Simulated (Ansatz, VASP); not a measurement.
# Two plane-wave programs on BeTe

The input POSCAR:

```
BeTe
1.0
    3.3650594837      0.0000000000      0.0000000000
    0.0000000000      3.3650594837      0.0000000000
    0.0000000000      0.0000000000      3.3650594837
Be Te
1 1
Direct
    0.0000000000      0.0000000000      0.0000000000
    0.5000000000      0.5000000000      0.5000000000
```

INCAR.step1

```
SYSTEM = BeTe
PREC     = Accurate       ! precision mode
ENCUT    = 520            ! plane-wave cutoff, eV
EDIFF    = 1E-5           ! SCF threshold, eV
ISMEAR   = -1             ! smearing method
SIGMA    = 0.02           ! smearing width, eV
LREAL    = .False.        ! projectors in reciprocal space
LASPH    = .True.         ! aspherical terms in the spheres
NELM     = 80             ! most SCF steps
ALGO     = Normal         ! electronic algorithm
ISIF     = 2              ! what is computed and relaxed
LWAVE    = .True.         ! write WAVECAR
NBANDS   = 11             ! bands
GGA      = PE             ! functional
```

Contents of INCAR.step2:

```
SYSTEM = BeTe
PREC     = Accurate       ! precision mode
ENCUT    = 520            ! plane-wave cutoff, eV
EDIFF    = 1E-6           ! SCF threshold, eV
ISMEAR   = -1             ! smearing method
SIGMA    = 0.02           ! smearing width, eV
LREAL    = .False.        ! projectors in reciprocal space
LASPH    = .True.         ! aspherical terms in the spheres
NELM     = 80             ! most SCF steps
ALGO     = Normal         ! electronic algorithm
ISIF     = 2              ! what is computed and relaxed
LWAVE    = .False.        ! write WAVECAR
LCHARG   = .True.         ! write CHGCAR
GGA      = PE             ! functional
LHFCALC  = .True.         ! exact exchange
HFSCREEN = 0.2079         ! screening, 1/A
PRECFOCK = Normal       
LELF     = .True.         ! ELF
LVHAR    = .True.       
NBANDS   = 11             ! bands
ISTART   = 1
```

The input KPOINTS:

```
Automatic mesh
0
Gamma
  4 4 4
  0 0 0
```

Input for Ansatz:

```yaml
crystal:
  lattice:
    - [3.3650594837, 0.0, 0.0]
    - [0.0, 3.3650594837, 0.0]
    - [0.0, 0.0, 3.3650594837]
  atoms:
    - { symbol: Be, position: [0.0, 0.0, 0.0] }
    - { symbol: Te, position: [0.5, 0.5, 0.5] }
kpoints:
  mp_grid: { grid: [4, 4, 4] }
hamiltonian:
  xc: hse06
scf:
  occupations: { method: fermi_dirac, width: 0.02 }
  n_extra_bands: 4
output:
  forces: true
  stress: true
  eigenvalues: true
```

Alike in both runs: task single point; functional HSE06; k mesh 4 × 4 × 4; occupations fermi-dirac, width 0.02 eV; no spin polarisation.

|  | VASP | Ansatz |
| --- | --- | --- |
| version | VASP 6.6.1 | Ansatz 0.2.0 |
| potentials or method | VASP PAW PBE potentials, release 64 (Be, Te) | plane waves, PAW |
| plane-wave cutoff (eV) | 520 | 420 |
| valence electrons in the cell | 8 | 18 |

|  | VASP | Ansatz | Ansatz less VASP |
| --- | --- | --- | --- |
| pressure (GPa) | -3.1 | -2.7 | +0.45 |

VASP's potentials hold 8 valence electrons a cell and Ansatz's 18, so a difference there can come from the potentials and not from the codes. Ansatz's warnings: filled band counts differ across k points, stress exchange threshold loose, stress scf threshold loose.

The k mesh is coarse, so the values compare programs but aren't converged. Neither program's run includes spin-orbit coupling.
